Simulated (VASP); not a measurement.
Input of a VASP 6.6.1 run:

File INCAR:

```
SYSTEM = GaCo
ALGO = Normal
EDIFF = 1E-6
ENCUT = 520
GGA = PE
ISIF = 2
ISMEAR = -1
ISPIN = 2
LASPH = .True.
LCHARG = .False.
LMAXMIX = 4
LORBIT = 11
LREAL = .False.
LWAVE = .False.
MAGMOM = 0 2
NBANDS = 22
NELM = 150
PREC = Accurate
SIGMA = 0.03
```

KPOINTS

```
Automatic mesh
0
Gamma
  11 11 11
  0.5 0.5 0.5
```

Contents of POSCAR:

```
GaCo
1.0
    2.8831000000      0.0000000000      0.0000000000
    0.0000000000      2.8831000000      0.0000000000
    0.0000000000      0.0000000000      2.8831000000
Ga Co
1 1
Direct
    0.5000000000      0.5000000000      0.5000000000
    0.0000000000      0.0000000000      0.0000000000
```

Potentials or basis: VASP PAW PBE potentials, release 64 (Ga_d, Co).

Run with:

```bash
$ cat potpaw_PBE.64/Ga_d/POTCAR potpaw_PBE.64/Co/POTCAR > POTCAR
$ mpirun -np 1 vasp_std > vasp.out
```

(1) Predict the pressure.

(2) What does it give for the net moment?

Results:

(1) 0.1 GPa.

(2) 0.13 μB per cell.
